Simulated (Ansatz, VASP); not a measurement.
One calculation of Mg, two programs

```
Mg
1.0
     0.00000    3.43161    3.43161
     3.43161    0.00000    3.43161
     3.43161    3.43161    0.00000
Mg
2
Direct
  0.12500 0.12500 0.12500
  0.87500 0.87500 0.87500
```

Alike in both runs: functional r2SCAN; k mesh 9 × 9 × 9; occupations fermi-dirac, width 0.1 eV; no spin polarisation.

Ansatz relaxed the structure, and its values are those at the end. VASP's run is a single point on that final structure, the one shown.

|  | VASP | Ansatz |
| --- | --- | --- |
| version | VASP 6.6.1 | Ansatz 0.2.0 |
| potentials or method | VASP PAW PBE potentials, release 64 (Mg), cutoff 520 eV | plane waves (500 eV) with PAW, scalar-relativistic |
| valence electrons in the cell | 4 | 20 |

VASP gave:

* pressure (GPa): -0.1

Task: Estimate Ansatz's values.

Result: Pressure (GPa): 0.0.

VASP's potentials were made for PBE, not for r2SCAN. VASP's potentials hold 4 valence electrons a cell and Ansatz's 20, so a difference there can come from the potentials and not from the codes.
